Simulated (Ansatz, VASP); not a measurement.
## Ti in VASP and in Ansatz

Contents of INCAR:

```
SYSTEM = Ti
  ALGO = Normal
  EDIFF = 1E-8
  ENCUT = 400
  GGA = CA
  GGA_COMPAT = .FALSE.
  ISIF = 2
  ISMEAR = -1
  LASPH = .TRUE.
  LCHARG = .FALSE.
  LEFG = .TRUE.
  LREAL = .FALSE.
  LWAVE = .FALSE.
  NBANDS = 12
  NELM = 120
  PREC = Accurate
  SIGMA = 0.05
```

File KPOINTS:

```
k-points
0
G
  15 15 15
  0 0 0
```

POSCAR

```
Ti
1.0
    0.0000000000      2.0367442356      2.0367442356
    2.0367442356      0.0000000000      2.0367442356
    2.0367442356      2.0367442356      0.0000000000
Ti
1
Direct
    0.0000000000      0.0000000000      0.0000000000
```

Input for Ansatz:

```yaml
crystal:
  lattice:
    - [0.0, 2.0367442356, 2.0367442356]
    - [2.0367442356, 0.0, 2.0367442356]
    - [2.0367442356, 2.0367442356, 0.0]
  atoms:
    - { symbol: Ti, position: [0.0, 0.0, 0.0] }
kpoints:
  mp_grid: { grid: [15, 15, 15] }
scf:
  occupations: { method: fermi_dirac, width: 0.05 }
hamiltonian:
  xc: lda
  pseudopotentials: { kind: all_electron, datasets: crystal }
output:
  forces: true
  stress: true
  eigenvalues: true
  efg: { contact_densities: true }
```

Change from the starting cell: volume scaled by 1.01, crystal datasets.

Alike in both runs: task electric field gradients; functional LDA; k mesh 15 × 15 × 15; occupations fermi-dirac, width 0.05 eV; no spin polarisation.

|  | VASP | Ansatz |
| --- | --- | --- |
| version | VASP 6.6.1 | Ansatz 0.2.0 |
| potentials or method | VASP PAW LDA potentials, release 64 (Ti_sv), cutoff 400 eV | all-electron PAW with datasets made for the crystal, scalar-relativistic |

```tsv
	VASP	Ansatz	Ansatz less VASP
pressure (GPa)	-6.7	-5.9	+0.84
```

LDA's correlation is that of Perdew and Zunger in VASP and of Perdew and Wang (1992) in Ansatz. Ansatz ran all-electron here, and VASP with PAW potentials.
